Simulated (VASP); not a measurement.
Li2S:

```
CELL_PARAMETERS angstrom
0.00000 2.88257 2.88257
2.88257 0.00000 2.88257
2.88257 2.88257 0.00000
ATOMIC_POSITIONS crystal
Li 0.25000 0.25000 0.25000
Li 0.75000 0.75000 0.75000
S 0.00000 0.00000 0.00000
```

| Quantity | Value |
| --- | --- |
| Program | VASP 6.6.1 |
| Task | relaxation of cell and atoms |
| Functional | r2SCAN |
| Potentials or basis | VASP PAW PBE potentials, release 64 (Li_sv, S) |
| Cutoff | 830 eV |
| k mesh | 5 × 5 × 5 |
| Occupations | methfessel-paxton, width 0.005 eV |
| Spin | no spin polarisation |

At the start: pressure -1.7 GPa; volume 15.97 Å³/atom.

Question: How do energy, volume and symmetry change on relaxing?

Answer: Over 3 steps the energy falls by 3.8 meV/atom and the volume is 15.30 Å³/atom (-4.2 %); space group Fm-3m (No. 225, to 0.1 Å) before and after.

The path:
| step | energy change (eV) | largest force (eV/Å) | pressure (GPa) | volume (Å³) |
| --- | --- | --- | --- | --- |
| 1 | 0.0000 | 0.0000 | -1.74 | 47.90 |
| 2 | -0.0095 | 0.0000 | -0.79 | 46.71 |
| 3 | -0.0115 | 0.0000 | -0.05 | 45.90 |

Final structure:
```cif
data_structure
_symmetry_space_group_name_H-M 'P 1'
_symmetry_Int_Tables_number 1
_cell_length_a 4.0190
_cell_length_b 4.0190
_cell_length_c 4.0190
_cell_angle_alpha 60.000
_cell_angle_beta 60.000
_cell_angle_gamma 60.000
_cell_volume 45.90
loop_
_atom_site_label
_atom_site_type_symbol
_atom_site_fract_x
_atom_site_fract_y
_atom_site_fract_z
_atom_site_occupancy
Li1 Li 0.25000 0.25000 0.25000 1
Li2 Li 0.75000 0.75000 0.75000 1
S1 S 0.00000 0.00000 0.00000 1
```

Caveat: the PAW data sets were made with another functional, which shifts forces and pressure a little.
